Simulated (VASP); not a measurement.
# Sr2Os (Fm-3m) in VASP: notebook

Runs on Sr2Os. Level: PBE. Tasks: single point, relaxation of cell and atoms.

All numbers are computed with VASP 6.6.1; they aren't measurements. Logs are shortened: lines on timing, memory, paths and dates and some standing lists are left out, and cuts for length are marked.

### Step 1. The cell of the first run

It takes space group Fm-3m (No. 225, cubic). The conventional cell has a = 7.389 Å, b = 7.389 Å, c = 7.389 Å, α = 90.00°, β = 90.00°, γ = 90.00°. Sr (site symmetry -43m) has 4 Os at 3.20 Å and 6 Sr at 3.69 Å within 4.2 Å. Os (site symmetry m-3m) has 8 Sr at 3.20 Å within 4.2 Å.

The cell was generated, and may not be a known phase.

### Step 2. Single point, PBE

INCAR reads:

```
SYSTEM = Sr2Os
  PREC = Accurate
  ENCUT = 520
  EDIFF = 1E-7
  ISMEAR = 0
  SIGMA = 0.1
  LREAL = .FALSE.
  LASPH = .TRUE.
  NELM = 60
  ALGO = Normal
  ISIF = 2
  LWAVE = .FALSE.
  LCHARG = .FALSE.
  GGA = PE
  NBANDS = 21
```

KPOINTS reads:

```
Automatic mesh
0
G
  4 4 4
  0 0 0
```

POSCAR reads:

```
Sr2Os
1.0
    0.0000000000      3.6943734200      3.6943734200
    3.6943734200      0.0000000000      3.6943734200
    3.6943734200      3.6943734200      0.0000000000
Sr Os
2 1
Direct
    0.7500000000      0.7500000000      0.7500000000
    0.2500000000      0.2500000000      0.2500000000
    0.0000000000      0.0000000000      0.0000000000
```

Potentials or basis: VASP PAW PBE potentials, release 64 (Sr_sv, Os).

Launch:

```sh
$ cat potpaw_PBE.64/Sr_sv/POTCAR potpaw_PBE.64/Os/POTCAR > POTCAR
$ mpirun -np 1 vasp_std > vasp.out
```

OUTCAR:

```text
SYSTEM = Sr2Os
   PREC = Accurate
   ENCUT = 520
   EDIFF = 1E-7
   ISMEAR = 0
   LREAL = .FALSE.
   LASPH = .TRUE.
   NELM = 60
   ISIF = 2
   GGA = PE

 ion  position               nearest neighbor table
   1  0.750  0.750  0.750-   3 3.20   3 3.20   3 3.20   3 3.20   2 3.69   2 3.69   2 3.69   2 3.69
                             2 3.69   2 3.69
   2  0.250  0.250  0.250-   3 3.20   3 3.20   3 3.20   3 3.20   1 3.69   1 3.69   1 3.69   1 3.69
                             1 3.69   1 3.69
   3  0.000  0.000  0.000-   1 3.20   1 3.20   1 3.20   1 3.20   2 3.20   2 3.20   2 3.20   2 3.20

  LATTYP: Found a face centered cubic cell.
 ALAT       =     7.3887468400

  Lattice vectors:

 A1 = (   0.0000000000,   3.6943734200,   3.6943734200)
 A2 = (   3.6943734200,   0.0000000000,   3.6943734200)
 A3 = (   3.6943734200,   3.6943734200,   0.0000000000)

Analysis of symmetry for initial positions (statically):
=====================================================================
 Subroutine PRICEL returns:
 Original cell was already a primitive cell.

 Routine SETGRP: Setting up the symmetry group for a
 face centered cubic supercell.

 Subroutine GETGRP returns: Found 48 space group operations
 (whereof 48 operations were pure point group operations)
 out of a pool of 48 trial point group operations.

The static configuration has the point symmetry O_h .

Analysis of symmetry for dynamics (positions and initial velocities):
=====================================================================
 Subroutine PRICEL returns:
 Original cell was already a primitive cell.

 Routine SETGRP: Setting up the symmetry group for a
 face centered cubic supercell.

 Subroutine GETGRP returns: Found 48 space group operations
 (whereof 48 operations were pure point group operations)
 out of a pool of 48 trial point group operations.

The dynamic configuration has the point symmetry O_h .

 Subroutine INISYM returns: Found 48 space group operations
 (whereof 48 operations are pure point group operations),
 and found     1 'primitive' translations

----------------------------------------------------------------------------------------

                                     Primitive cell

  volume of cell :     100.8445

  direct lattice vectors                    reciprocal lattice vectors
     0.000000000  3.694373420  3.694373420    -0.135340948  0.135340948  0.135340948
     3.694373420  0.000000000  3.694373420     0.135340948 -0.135340948  0.135340948
     3.694373420  3.694373420  0.000000000     0.135340948  0.135340948 -0.135340948
[... 69 lines left out ...]
   EDIFF  = 0.1E-06   stopping-criterion for ELM
   LREAL  =      F    real-space projection
   EDIFFG = 0.1E-05   stopping-criterion for IOM
   NSW    =      0    number of steps for IOM
   IBRION =     -1    ionic relax: 0-MD 1-quasi-New 2-CG
   NFREE  =      0    steps in history (QN), initial steepest desc. (CG)
   ISIF   =      2    stress and relaxation
   ISYM   =      2    0-nonsym 1-usesym 2-fastsym
   POTIM  = 0.5000    time-step for ionic-motion
   TEBEG  =    0.0;   TEEND  =   0.0 temperature during run
   PSTRESS=    0.0 pullay stress
   NELECT =      28.0000    total number of electrons
   NUPDOWN=      -1.0000    fix difference up-down
   EMIN   =  10.00;   EMAX   =-10.00  energy-range for DOS
   EFERMI =   0.00;   METHOD = LEGACY
   ISMEAR =     0;   SIGMA  =   0.10  broadening in eV -4-tet -1-fermi 0-gaus
   EFERMI_NEDOS =   21; number of points for ismear=-14 and -15
   IALGO  =     38    algorithm
   IMIX   =      4    mixing-type and parameters
     AMIX     =   0.40;   BMIX     =  1.00
     AMIX_MAG =   1.60;   BMIX_MAG =  1.00
  volume/ion in A,a.u.               =      33.61       226.84
  Fermi-wavevector in a.u.,A,eV,Ry     =   1.068013  2.018253 15.519522  1.140653
  Thomas-Fermi vector in A             =   2.203648
   LORBIT       =      0    0 simple, 1 ext, 2 COOP (PROOUT), +10 PAW based schemes
   GGA     = PE    functional components
   LHFCALC =     F    Hartree Fock is set to
   AEXX    =    0.0000 exact exchange contribution
   IVDW    =     0    specifies the selected vdW correction
   LEPSILON=     F    determine dielectric tensor
   LRPA    =     F    only Hartree local field effects (RPA)
 non-spin polarized calculation
 Gauss-broadening in eV      SIGMA  =   0.10
  energy-cutoff  :      520.00
  volume of cell :      100.84
 maximum number of plane-waves:      2733
 NGX is ok and might be reduce to    40
   NGX = 19   NGY = 19   NGZ = 19

 number of electron      28.0000000 magnetization

 Free energy of the ion-electron system (eV)
  ---------------------------------------------------
  ext. energy  EPLUGINS =         0.00000000
  ---------------------------------------------------
  free energy    TOTEN  =       -12.25165999 eV

  energy without entropy =      -12.23495247  energy(sigma->0) =      -12.24330623

 E-fermi :   1.9973     XC(G=0):  -8.8861

 val. band max:        1.9730025180   @ k =   0.0000   0.0000   0.0000
 cond. band min:       2.1164831608   @ k =   0.5000   0.5000   0.0000
 fundamental gap:      0.1434806429
 Fermi energy:         1.9972895788

 k-point     1 :       0.0000    0.0000    0.0000
  band No.  band energies     occupation
      1     -32.7344      2.00000
      2     -32.6393      2.00000
      3     -14.9318      2.00000
      4     -14.9318      2.00000
      5     -14.9318      2.00000
      6     -14.5943      2.00000
[... 181 lines left out ...]
     20       5.5331      0.00000
     21       6.8912      0.00000

------------------------ aborting loop because EDIFF is reached ----------------------------------------

  FORCE on cell =-STRESS in cart. coord.  units (eV):
  Direction    XX          YY          ZZ          XY          YZ          ZX
  --------------------------------------------------------------------------------------
  -------------------------------------------------------------------------------------
  Total       -1.0210221     -1.0210221     -1.0210221     -0.0000000     -0.0000000      0.0000000
  in kB      -16.2215870    -16.2215870    -16.2215870     -0.0000000     -0.0000000      0.0000000
  external PRESSURE =     -16.2215870 kB  Pullay stress =       0.0000000 kB

 VOLUME and BASIS-vectors are now :
 -----------------------------------------------------------------------------
  energy-cutoff  :      520.00
  volume of cell :      100.84
      direct lattice vectors                 reciprocal lattice vectors
     0.000000000  3.694373420  3.694373420    -0.135340948  0.135340948  0.135340948
     3.694373420  0.000000000  3.694373420     0.135340948 -0.135340948  0.135340948
     3.694373420  3.694373420  0.000000000     0.135340948  0.135340948 -0.135340948

 POSITION                                       TOTAL-FORCE (eV/Angst)
 -----------------------------------------------------------------------------------
      5.54156      5.54156      5.54156        -0.000000     -0.000000     -0.000000
      1.84719      1.84719      1.84719         0.000000      0.000000      0.000000
      0.00000      0.00000      0.00000         0.000000      0.000000      0.000000
 -----------------------------------------------------------------------------------
    total drift:                               -0.000000     -0.000000      0.000000

  FREE ENERGIE OF THE ION-ELECTRON SYSTEM (eV)
  ---------------------------------------------------
  free  energy   TOTEN  =       -12.2516599947 eV

  energy  without entropy=      -12.2349524725  energy(sigma->0) =      -12.24330623
```

OSZICAR:

```text
N       E                     dE             d eps       ncg     rms          rms(c)
DAV:   1     0.167893521860E+03    0.16789E+03   -0.13120E+04   336   0.119E+03
DAV:   2     0.342769598981E+01   -0.16447E+03   -0.15518E+03   384   0.304E+02
DAV:   3    -0.115671520341E+02   -0.14995E+02   -0.14688E+02   587   0.691E+01
DAV:   4    -0.125491199467E+02   -0.98197E+00   -0.97937E+00   471   0.137E+01
DAV:   5    -0.125716130171E+02   -0.22493E-01   -0.22488E-01   528   0.186E+00    0.209E+01
DAV:   6    -0.124751455761E+02    0.96467E-01   -0.26042E+00   455   0.452E+00    0.160E+01
DAV:   7    -0.124892660289E+02   -0.14120E-01   -0.37750E+00   519   0.608E+00    0.585E+00
DAV:   8    -0.122480949727E+02    0.24117E+00   -0.12391E+00   420   0.332E+00    0.540E-01
DAV:   9    -0.122512441251E+02   -0.31492E-02   -0.33352E-02   511   0.708E-01    0.374E-01
DAV:  10    -0.122514614670E+02   -0.21734E-03   -0.86806E-04   426   0.146E-01    0.231E-01
DAV:  11    -0.122516534944E+02   -0.19203E-03   -0.32295E-04   386   0.148E-01    0.462E-02
DAV:  12    -0.122516582784E+02   -0.47840E-05   -0.26993E-05   544   0.233E-02    0.248E-02
DAV:  13    -0.122516601360E+02   -0.18576E-05   -0.80237E-06   463   0.122E-02    0.154E-02
DAV:  14    -0.122516597835E+02    0.35253E-06   -0.48682E-07   411   0.481E-03    0.250E-03
DAV:  15    -0.122516599620E+02   -0.17851E-06   -0.12190E-07   258   0.174E-03    0.935E-04
DAV:  16    -0.122516599947E+02   -0.32644E-07   -0.42411E-08   213   0.119E-03
   1 F= -.12251660E+02 E0= -.12243306E+02  d E =-.167075E-01
```

stdout:

```text
POSCAR found type information on POSCAR SrOs
 POSCAR found :  2 types and       3 ions
 scaLAPACK will be used
 LDA part: xc-table for (Slater+PW92), standard interpolation
 POSCAR, INCAR and KPOINTS ok, starting setup
 FFT: planning ... GRIDC
 FFT: planning ... GRID_SOFT
 FFT: planning ... GRID
 WAVECAR not read
 entering main loop
```

Run time: 14 s. Hardware: 1 thread of Intel Xeon 6975P-C (Granite Rapids), shared host; peak memory 0.23 GiB.

Results:

| Item | Value |
| --- | --- |
| Free energy | -12.2517 eV |
| Pressure | -1.6 GPa |
| Band gap on the k mesh | zero (bands 14 and 15 overlap by 0.16 eV) |

Caveat: the k points lie up to 0.37 Å⁻¹ apart; spin-orbit coupling is left out, which moves the levels of the heavy elements.

(Part 1 of 2 ends here.)

The gap in the log of VASP goes by the Fermi energy; the results here count the filled bands.